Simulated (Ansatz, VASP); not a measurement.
One calculation of ZnCd3Te4, two programs

Contents of POSCAR:

```
ZnCd3Te4
1.0
    4.5958892000      0.0000000000      0.0000000000
    0.0000000000      4.5958892000      0.0000000000
    0.0000000000      0.0000000000     13.0604635000
Zn Cd Te
1 3 4
Direct
    0.0000000000      0.0000000000      0.0000000000
    0.5000000000      0.5000000000      0.7589550000
    0.0000000000      0.0000000000      0.5000000000
    0.5000000000      0.5000000000      0.2410450000
    0.5000000000      0.0000000000      0.6294940000
    0.0000000000      0.5000000000      0.3705060000
    0.5000000000      0.0000000000      0.1109910000
    0.0000000000      0.5000000000      0.8890090000
```

Contents of INCAR.step1:

```
PREC = Accurate
ENCUT = 520
ISMEAR = 0
SIGMA = 0.02
LREAL = False
LASPH = True
NELM = 80
NBANDS = 46
GGA = PE
ALGO = Normal
EDIFF = 1E-4
LWAVE = True
LCHARG = False
```

Contents of INCAR.step2:

```
PREC = Accurate
ENCUT = 520
EDIFF = 1E-6
ISMEAR = 0
SIGMA = 0.02
LREAL = False
LASPH = True
NELM = 80
ALGO = Normal
ISIF = 2
LWAVE = False
LCHARG = True
METAGGA = R2SCAN
LMIXTAU = True
LELF = True
LVHAR = True
NBANDS = 46
ISTART = 1
```

File KPOINTS:

```
Automatic mesh
0
Gamma
  6 6 2
```

Input for Ansatz:

```yaml
crystal:
  lattice:
    - [4.5958892, 0.0, 0.0]
    - [0.0, 4.5958892, 0.0]
    - [0.0, 0.0, 13.0604635]
  atoms:
    - { symbol: Zn, position: [0.0, 0.0, 0.0] }
    - { symbol: Cd, position: [0.5, 0.5, 0.758955] }
    - { symbol: Cd, position: [0.0, 0.0, 0.5] }
    - { symbol: Cd, position: [0.5, 0.5, 0.241045] }
    - { symbol: Te, position: [0.5, 0.0, 0.629494] }
    - { symbol: Te, position: [0.0, 0.5, 0.370506] }
    - { symbol: Te, position: [0.5, 0.0, 0.110991] }
    - { symbol: Te, position: [0.0, 0.5, 0.889009] }
basis:
  ecutwfc: 500
kpoints:
  mp_grid: { grid: [6, 6, 2] }
  band_path:
    path:
      - [[0.0, 0.0, 0.0], [0.0, 0.5, 0.0], [0.5, 0.5, 0.0], [0.0, 0.0, 0.0], [0.0, 0.0, 0.5], [0.0, 0.5, 0.5], [0.5, 0.5, 0.5], [0.0, 0.0, 0.5]]
      - [[0.0, 0.5, 0.0], [0.0, 0.5, 0.5]]
      - [[0.5, 0.5, 0.0], [0.5, 0.5, 0.5]]
    npoints: 14
hamiltonian:
  xc: r2scan
scf:
  occupations: { method: gaussian, width: 0.02 }
  n_extra_bands: 20
output:
  forces: true
  stress: true
  eigenvalues: true
  populations: true
  dos: { projected: true, de: 0.02, nscf_kmesh: { grid: [9, 9, 3] } }
  bader: true
  write_density: true
  write_potential: true
  elf: true
  volumetric_format: npy
```

Alike in both runs: task single point; functional r2SCAN; k mesh 6 × 6 × 2; occupations gaussian, width 0.02 eV; no spin polarisation.

```csv
,VASP,Ansatz
version,VASP 6.6.1,Ansatz 0.2.0
potentials or method,"VASP PAW PBE potentials, release 64 (Zn, Cd, Te), cutoff 520 eV","scalar-relativistic, plane waves, PAW"
valence electrons in the cell,72,136
```

```tsv
	VASP	Ansatz	Ansatz less VASP
gap on the k mesh at the Fermi level (eV)	1.13	1.14	+0.006
least direct gap on the mesh (eV)	1.13	1.14	+0.006
pressure (GPa)	-1.1	-1.1	-0.07
rms of the force components (eV/Å)	0.008	0.005	-0.0021
```

VASP's potentials were made for PBE, not for r2SCAN. Atom by atom the forces differ by 0.002 eV/Å (rms over components). VASP's potentials hold 72 valence electrons a cell and Ansatz's 136, so a difference there can come from the potentials and not from the codes.

Spin-orbit coupling is off throughout.
